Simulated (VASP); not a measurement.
# MgF2 (P4_2/mnm) in VASP: a series of runs

MgF2 is run at these levels: PBEsol; tasks: relaxation of shape and atoms at fixed volume.

Program: VASP 6.6.1. These are calculated values, not measurements. Logs are shortened: lines on timing, memory, paths and dates and some standing lists are left out, and cuts for length are marked.

### Step 1. The cell of the first run

Symmetry: P4_2/mnm, No. 136, tetragonal system. Conventional cell: a = 4.592 Å, b = 4.592 Å, c = 3.031 Å, α = 90.00°, β = 90.00°, γ = 90.00°. Within 2.6 Å of Mg (site symmetry mmm) lie 6 F at 1.97 to 1.98 Å. F (site symmetry m2m) has 3 Mg at 1.97 to 1.98 Å and 1 F at 2.55 Å within 2.6 Å.

### Step 2. Relaxation of shape and atoms at fixed volume, PBEsol (10.65 Å³/atom)

The input, INCAR:

```
ALGO     = Normal         # electronic algorithm
EDIFF    = 1E-7           # SCF threshold, eV
EDIFFG   = -0.01          # ionic threshold
ENCUT    = 600            # plane-wave cutoff, eV
GGA      = PS             # functional
GGA_COMPAT= False        
IBRION   = 2              # ionic algorithm
ISIF     = 4              # what is computed and relaxed
ISMEAR   = 0              # smearing method
LASPH    = True           # aspherical terms in the spheres
LCHARG   = False          # write CHGCAR
LREAL    = False          # projectors in reciprocal space
LWAVE    = False          # write WAVECAR
NELM     = 120            # most SCF steps
NELMIN   = 4            
NSW      = 50             # ionic steps
PREC     = Accurate       # precision mode
SIGMA    = 0.02           # smearing width, eV
```

The input, KPOINTS:

```
k-points
0
Gamma
  6 6 8
```

The input, POSCAR:

```
MgF2
1.0
    4.5919280978      0.0000000000      0.0000000000
    0.0000000000      4.5919280978      0.0000000000
    0.0000000000      0.0000000000      3.0312595653
Mg F
2 4
Direct
    0.0000000000      0.0000000000      0.0000000000
    0.5000000000      0.5000000000      0.5000000000
    0.3033761532      0.3033761532      0.0000000000
    0.1966238468      0.8033761532      0.5000000000
    0.6966238468      0.6966238468      0.0000000000
    0.8033761532      0.1966238468      0.5000000000
```

Potentials or basis: VASP PAW PBE potentials, release 64 (Mg, F).

Command:

```
> cat potpaw_PBE.64/Mg/POTCAR potpaw_PBE.64/F/POTCAR > POTCAR
> mpirun -np 1 vasp_std > vasp.out
```

OUTCAR:

```text
EDIFF = 1E-7
   EDIFFG = -0.01
   ENCUT = 600
   GGA = PS
   IBRION = 2
   ISIF = 4
   ISMEAR = 0
   LASPH = True
   LREAL = False
   NELM = 120
   NELMIN = 4
   NSW = 50
   PREC = Accurate

 ion  position               nearest neighbor table
   1  0.000  0.000  0.000-   3 1.97   5 1.97   4 1.98   6 1.98   4 1.98   6 1.98   2 3.58   2 3.58
                             2 3.58   2 3.58   2 3.58   2 3.58   2 3.58   2 3.58
   2  0.500  0.500  0.500-   4 1.97   6 1.97   5 1.98   3 1.98   3 1.98   5 1.98   1 3.58   1 3.58
                             1 3.58   1 3.58   1 3.58   1 3.58   1 3.58   1 3.58
   3  0.303  0.303  0.000-   1 1.97   2 1.98   2 1.98
   4  0.197  0.803  0.500-   2 1.97   1 1.98   1 1.98
   5  0.697  0.697  0.000-   1 1.97   2 1.98   2 1.98
   6  0.803  0.197  0.500-   2 1.97   1 1.98   1 1.98

  LATTYP: Found a simple tetragonal cell.
 ALAT       =     4.5919280978
 C/A-ratio  =     0.6601278375

  Lattice vectors:

 A1 = (   4.5919280978,   0.0000000000,   0.0000000000)
 A2 = (   0.0000000000,   4.5919280978,   0.0000000000)
 A3 = (   0.0000000000,   0.0000000000,   3.0312595653)

Analysis of symmetry for initial positions (statically):
=====================================================================
 Subroutine PRICEL returns:
 Original cell was already a primitive cell.

 Routine SETGRP: Setting up the symmetry group for a
 simple tetragonal supercell.

 Subroutine GETGRP returns: Found 16 space group operations
 (whereof  8 operations were pure point group operations)
 out of a pool of 16 trial point group operations.

The static configuration has the point symmetry D_2h.
 The point group associated with its full space group is D_4h.

Analysis of symmetry for dynamics (positions and initial velocities):
=====================================================================
 Subroutine PRICEL returns:
 Original cell was already a primitive cell.

 Routine SETGRP: Setting up the symmetry group for a
 simple tetragonal supercell.

 Subroutine GETGRP returns: Found 16 space group operations
 (whereof  8 operations were pure point group operations)
 out of a pool of 16 trial point group operations.

The dynamic configuration has the point symmetry D_2h.
 The point group associated with its full space group is D_4h.

 Subroutine INISYM returns: Found 16 space group operations
 (whereof  8 operations are pure point group operations),
 and found     1 'primitive' translations

----------------------------------------------------------------------------------------

                                     Primitive cell

  volume of cell :      63.9165

  direct lattice vectors                    reciprocal lattice vectors
     4.591928098  0.000000000  0.000000000     0.217773445  0.000000000  0.000000000
     0.000000000  4.591928098  0.000000000     0.000000000  0.217773445  0.000000000
     0.000000000  0.000000000  3.031259565     0.000000000  0.000000000  0.329895866

  length of vectors
     4.591928098  4.591928098  3.031259565     0.217773445  0.217773445  0.329895866

  position of ions in fractional coordinates (direct lattice)
     0.000000000  0.000000000  0.000000000
     0.500000000  0.500000000  0.500000000
     0.303376153  0.303376153  0.000000000
     0.196623847  0.803376153  0.500000000
     0.696623847  0.696623847  0.000000000
     0.803376153  0.196623847  0.500000000

  ion indices of the primitive-cell ions
   primitive index   ion index
                 1           1
                 2           2
                 3           3
                 4           4
                 5           5
                 6           6

----------------------------------------------------------------------------------------

 KPOINTS: k-points

Automatic generation of k-mesh.
 Grid dimensions read from file:
 generate k-points for:    6    6    8

 Generating k-lattice:

  Cartesian coordinates                     Fractional coordinates (reciprocal lattice)
     0.036295574  0.000000000  0.000000000     0.166666667  0.000000000  0.000000000
     0.000000000  0.036295574  0.000000000     0.000000000  0.166666667  0.000000000
     0.000000000  0.000000000  0.041236983     0.000000000  0.000000000  0.125000000

  Length of vectors
     0.036295574  0.036295574  0.041236983

  Shift w.r.t. Gamma in fractional coordinates (k-lattice)
     0.000000000  0.000000000  0.000000000

 Subroutine IBZKPT returns following result:
 ===========================================

 Found     50 irreducible k-points:

 Following reciprocal coordinates:
            Coordinates               Weight
  0.000000  0.000000  0.000000      1.000000
  0.166667  0.000000  0.000000      4.000000
  0.333333  0.000000  0.000000      4.000000
  0.500000  0.000000  0.000000      2.000000
  0.166667  0.166667  0.000000      4.000000
  0.333333  0.166667  0.000000      8.000000
[... 16 lines left out ...]
  0.333333  0.000000  0.250000      8.000000
  0.500000  0.000000  0.250000      4.000000
 [... further k-points ...]
   k-points           NKPTS =     50   k-points in BZ     NKDIM =     50   number of bands    NBANDS=     20
   number of dos      NEDOS =    301   number of ions     NIONS =      6
   total plane-waves  NPLWV =  38400
   dimension x,y,z NGX =    40 NGY =   40 NGZ =   24
   dimension x,y,z NGXF=    80 NGYF=   80 NGZF=   48
   ions per type =               2   4
   NGX,Y,Z   is equivalent  to a cutoff of  14.48, 14.48, 13.16 a.u.
   NGXF,Y,Z  is equivalent  to a cutoff of  28.96, 28.96, 26.33 a.u.
 SYSTEM =  unknown system
   PREC   = accura    normal or accurate (medium, high low for compatibility)
   ISTART =      0    job   : 0-new  1-cont  2-samecut
   ICHARG =      2    charge: 1-file 2-atom 10-const
   ISPIN  =      1    spin polarized calculation?
   LNONCOLLINEAR =      F non collinear calculations
   LSORBIT =      F    spin-orbit coupling
   LASPH  =      T    aspherical Exc in radial PAW
   ENCUT  =  600.0 eV  44.10 Ry    6.64 a.u.   9.17  9.17  6.05*2*pi/ulx,y,z
   NELM   =    120;   NELMIN=  4; NELMDL= -5     # of ELM steps
   EDIFF  = 0.1E-06   stopping-criterion for ELM
   LREAL  =      F    real-space projection
   EDIFFG = -.1E-01   stopping-criterion for IOM
   NSW    =     50    number of steps for IOM
   IBRION =      2    ionic relax: 0-MD 1-quasi-New 2-CG
   NFREE  =      1    steps in history (QN), initial steepest desc. (CG)
   ISIF   =      4    stress and relaxation
   ISYM   =      2    0-nonsym 1-usesym 2-fastsym
   POTIM  = 0.5000    time-step for ionic-motion
   TEBEG  =    0.0;   TEEND  =   0.0 temperature during run
   PSTRESS=    0.0 pullay stress
   NELECT =      32.0000    total number of electrons
   NUPDOWN=      -1.0000    fix difference up-down
   EMIN   =  10.00;   EMAX   =-10.00  energy-range for DOS
   EFERMI =   0.00;   METHOD = LEGACY
   ISMEAR =     0;   SIGMA  =   0.02  broadening in eV -4-tet -1-fermi 0-gaus
   EFERMI_NEDOS =   21; number of points for ismear=-14 and -15
   IALGO  =     38    algorithm
   IMIX   =      4    mixing-type and parameters
     AMIX     =   0.40;   BMIX     =  1.00
     AMIX_MAG =   1.60;   BMIX_MAG =  1.00
  volume/ion in A,a.u.               =      10.65        71.89
  Fermi-wavevector in a.u.,A,eV,Ry     =   1.299931  2.456514 22.991415  1.689821
  Thomas-Fermi vector in A             =   2.431163
   LORBIT       =      0    0 simple, 1 ext, 2 COOP (PROOUT), +10 PAW based schemes
   GGA     = PS    functional components
   LHFCALC =     F    Hartree Fock is set to
   AEXX    =    0.0000 exact exchange contribution
   IVDW    =     0    specifies the selected vdW correction
   LEPSILON=     F    determine dielectric tensor
   LRPA    =     F    only Hartree local field effects (RPA)
 conjugate gradient relaxation of ions
 non-spin polarized calculation
 Gauss-broadening in eV      SIGMA  =   0.02
  energy-cutoff  :      600.00
  volume of cell :       63.92
 maximum number of plane-waves:      2151
 NGX is ok and might be reduce to    40
   NGX = 19   NGY = 19   NGZ = 13

--------------------------------------- Ionic step        1  -------------------------------------------

 number of electron      32.0000018 magnetization

 Free energy of the ion-electron system (eV)
  ---------------------------------------------------
  ext. energy  EPLUGINS =         0.00000000
  ---------------------------------------------------
  free energy    TOTEN  =       -32.59536995 eV

  energy without entropy =      -32.59536995  energy(sigma->0) =      -32.59536995

------------------------ aborting loop because EDIFF is reached ----------------------------------------

  FORCE on cell =-STRESS in cart. coord.  units (eV):
  Direction    XX          YY          ZZ          XY          YZ          ZX
  --------------------------------------------------------------------------------------
  -------------------------------------------------------------------------------------
  Total        0.8639330      0.8639330      1.0454586     -0.0000000      0.0000000      0.0000000
  in kB       21.6559560     21.6559560     26.2062044     -0.0000000      0.0000000      0.0000000
  external PRESSURE =      23.1727054 kB  Pullay stress =       0.0000000 kB
[... 65 lines left out ...]
  energy  without entropy=      -32.5957630775  energy(sigma->0) =      -32.59576308

--------------------------------------- Ionic step        3  -------------------------------------------

 number of electron      32.0000018 magnetization

 Free energy of the ion-electron system (eV)
  ---------------------------------------------------
  ext. energy  EPLUGINS =         0.00000000
  ---------------------------------------------------
  free energy    TOTEN  =       -32.59581402 eV

  energy without entropy =      -32.59581402  energy(sigma->0) =      -32.59581402

 E-fermi :  -1.0684     XC(G=0): -10.0979

 val. band max:       -1.1750815066   @ k =   0.0000   0.0000   0.0000
 cond. band min:       5.8912419619   @ k =   0.0000   0.0000   0.0000
 fundamental gap:      7.0663234685
 Fermi energy:        -1.0684117098

 k-point     1 :       0.0000    0.0000    0.0000
  band No.  band energies     occupation
      1     -21.9051      2.00000
      2     -21.0388      2.00000
      3     -21.0388      2.00000
      4     -20.9400      2.00000
      5      -5.3859      2.00000
      6      -3.8043      2.00000
[... 12 lines left out ...]
     19      11.0021      0.00000
[... 513 lines left out ...]
      4     -20.9550      2.00000
      5      -4.3801      2.00000
      6      -4.3801      2.00000
[... 12 lines left out ...]
     19      13.3458      0.00000
     20      13.3458      0.00000

 [... further k-points ...]

------------------------ aborting loop because EDIFF is reached ----------------------------------------

  FORCE on cell =-STRESS in cart. coord.  units (eV):
  Direction    XX          YY          ZZ          XY          YZ          ZX
  --------------------------------------------------------------------------------------
  -------------------------------------------------------------------------------------
  Total        0.8861513      0.8861513      0.8994885     -0.0000000      0.0000000      0.0000000
  in kB       22.2128965     22.2128965     22.5472146     -0.0000000      0.0000000      0.0000000
  external PRESSURE =      22.3243359 kB  Pullay stress =       0.0000000 kB
[... 21 lines left out ...]
  FREE ENERGIE OF THE ION-ELECTRON SYSTEM (eV)
  ---------------------------------------------------
  free  energy   TOTEN  =       -32.5958140166 eV

  energy  without entropy=      -32.5958140166  energy(sigma->0) =      -32.59581402

 reached required accuracy - stopping structural energy minimisation
```

Wall time 69 s (1 thread of AMD EPYC 9R45 (Zen 5), shared host); peak memory 0.2 GiB.

What came out:

| Item | Value |
| --- | --- |
| Free energy | -32.5958 eV |
| Energy gained by relaxing | 0.1 meV/atom |
| Ionic steps | 3 |
| Pressure after relaxing | 2.2 GPa |
| Band gap on the k mesh | 7.07 eV |

Step by step:
```tsv
step	energy change (eV)	largest force (eV/Å)	pressure (GPa)	volume (Å³)
1	0.0000	0.0462	2.32	63.92
2	-0.0004	0.0149	2.26	63.92
3	-0.0004	0.0016	2.23	63.92
```

Final structure:
```
CELL_PARAMETERS angstrom
4.58855 0.00000 0.00000
0.00000 4.58855 0.00000
0.00000 0.00000 3.03573
ATOMIC_POSITIONS crystal
Mg 0.00000 0.00000 0.00000
Mg 0.50000 0.50000 0.50000
F 0.30286 0.30286 0.00000
F 0.19714 0.80286 0.50000
F 0.69714 0.69714 0.00000
F 0.80286 0.19714 0.50000
```

Caveat: the PAW data sets were made with another functional, which shifts forces and pressure a little.

(Continued in part 2 of 3.)
